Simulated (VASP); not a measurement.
Crystal: SrO.

```
Sr O
1.0
     0.00000    2.57989    2.63484
     2.57989    0.00000    2.63484
     2.57989    2.57989    0.00000
Sr O
1 1
Direct
  0.00000 0.00000 0.00000
  0.50000 0.50000 0.50000
```

This cell differs from its parent crystal: uniaxial z strain +2.1%.

Base run:

```yaml
Program: VASP 6.6.1
Functional: r2SCAN
Potentials_or_basis: VASP PAW PBE potentials, release 64 (Sr_sv, O)
Cutoff: 520 eV
k_mesh: 8 × 8 × 8
Occupations: gaussian, width 0.01 eV
Spin: no spin polarisation
```

Its results: band gap on the k mesh 3.71 eV (least direct gap 3.81 eV); pressure -1.3 GPa.

Problem. The run is repeated on the same cell with these changes: functional from r2SCAN to PBE; occupations from gaussian, width 0.01 eV to fermi-dirac, width 0.02 eV. What comes out?

Solution. Band gap on the k mesh 3.24 eV (least direct gap 3.34 eV); pressure 0.5 GPa.

Caveats: the PAW data sets were made with another functional, which shifts forces and pressure a little (at least some runs).

A k mesh can miss the band edges.
